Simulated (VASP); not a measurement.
Crystal: SrO.

```xyz
2
Lattice="0.0000 2.3188 2.3188 2.3188 0.0000 2.3188 2.3188 2.3188 0.0000" Properties=species:S:1:pos:R:3 pbc="T T T"
Sr    0.0000    0.0000    0.0000
O     2.3188    2.3188    2.3188
```

Base run:

```yaml
Program: VASP 6.6.1
Functional: LDA
Potentials_or_basis: VASP PAW LDA potentials, release 64 (Sr_sv, O)
Cutoff: 520 eV
k_mesh: 10 × 10 × 10, shifted
Occupations: gaussian, width 0.01 eV
Spin: no spin polarisation
```

Its results: band gap on the k mesh 2.26 eV, direct; pressure 52.7 GPa.

The run is repeated on the same cell with these changes: k mesh from 10 × 10 × 10, shifted to 10 × 10 × 10; further incar settings from ALGO = Normal; EDIFF = 1e-07; NBANDS = 15; ISYM = 0 to ALGO = Normal; EDIFF = 1e-06; NBANDS = 15. What comes out?

Band gap on the k mesh 2.08 eV, direct; pressure 52.7 GPa.

A k mesh can miss the band edges.
